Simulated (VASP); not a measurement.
Crystal: Zn2F.

```
Zn F
1.0
     3.38729    0.00000    0.00000
    -1.69364    2.93348    0.00000
     0.00000    0.00000    3.65737
Zn F
2 1
Direct
  0.33333 0.66667 0.50000
  0.66667 0.33333 0.50000
  0.00000 0.00000 0.00000
```

| Property | Result |
| --- | --- |
| Program | VASP 6.6.1 |
| Task | relaxation of cell and atoms |
| Functional | PBE |
| Potentials or basis | VASP PAW PBE potentials, release 64 (Zn, F) |
| Cutoff | 600 eV |
| k mesh | 6 × 6 × 6 |
| Occupations | gaussian, width 0.1 eV |
| Spin | no spin polarisation |

At the start: pressure 67.6 GPa; volume 12.11 Å³/atom.

Q: How do energy, volume and symmetry change on relaxing?

A: Over 14 steps the energy falls by 1240.6 meV/atom and the volume is 15.70 Å³/atom (+29.6 %); space group P6/mmm (No. 191, to 0.1 Å) before and after.

Step by step:
| step | energy change (eV) | largest force (eV/Å) | pressure (GPa) | volume (Å³) |
| --- | --- | --- | --- | --- |
| 1 | 0.0000 | 0.0000 | 67.62 | 36.34 |
| 2 | -2.9943 | 0.0000 | -11.07 | 69.06 |
| 3 | -3.5997 | 0.0000 | 0.58 | 54.67 |
| 4 | -3.6066 | 0.0000 | -1.15 | 56.12 |
| 5 | -3.6066 | 0.0000 | -0.63 | 55.67 |
| 6 | -3.6259 | 0.0000 | -0.64 | 54.91 |
| 7 | -3.6686 | 0.0000 | -0.15 | 52.57 |
| 8 | -3.7169 | 0.0000 | 0.54 | 47.71 |
| 9 | -3.2379 | 0.0000 | 14.53 | 37.26 |
| 10 | -3.7190 | 0.0000 | 0.76 | 47.27 |
| 11 | -3.7198 | 0.0000 | 0.82 | 46.78 |
| 12 | -3.7196 | 0.0000 | 0.73 | 46.59 |
| 13 | -3.7171 | 0.0000 | -1.34 | 47.84 |
| 14 | -3.7218 | 0.0000 | -0.03 | 47.11 |

Final structure:
```yaml
crystal:
  lattice:
    - [4.23442, 0.00000, 0.00000]
    - [-2.11721, 3.66711, 0.00000]
    - [0.00000, 0.00000, 3.03402]
  atoms:
    - { symbol: Zn, position: [0.33333, 0.66667, 0.50000] }
    - { symbol: Zn, position: [0.66667, 0.33333, 0.50000] }
    - { symbol: F, position: [0.00000, 0.00000, 0.00000] }
```

Caveat: the volume moved by over 15 % at a fixed basis, so the end points are rough; an odd number of electrons without spin polarisation forces a metal; a magnetic or distorted state may lie lower.
